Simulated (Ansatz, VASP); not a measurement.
**Two plane-wave programs on Cs**

```
CELL_PARAMETERS angstrom
0.00000 6.03673 6.03673
6.03673 0.00000 6.03673
6.03673 6.03673 0.00000
ATOMIC_POSITIONS crystal
Cs 0.12500 0.12500 0.12500
Cs 0.87500 0.87500 0.87500
```

Alike in both runs: functional BLYP; k mesh 5 × 5 × 5; occupations fermi-dirac, width 0.1 eV; no spin polarisation.

Ansatz relaxed the structure, and its values are those at the end. VASP's run is a single point on that final structure, the one shown.

|  | VASP | Ansatz |
| --- | --- | --- |
| version | VASP 6.6.1 | Ansatz 0.2.0 |
| potentials or method | VASP PAW PBE potentials, release 64 (Cs_sv), cutoff 520 eV | plane waves (420 eV) with PAW, scalar-relativistic |
| valence electrons in the cell | 18 | 18 |

|  | VASP | Ansatz | Ansatz less VASP |
| --- | --- | --- | --- |
| pressure (GPa) | 0.0 | 0.0 | 0.00 |

VASP's potentials were made for PBE, not for BLYP.

Neither program's run includes spin-orbit coupling.
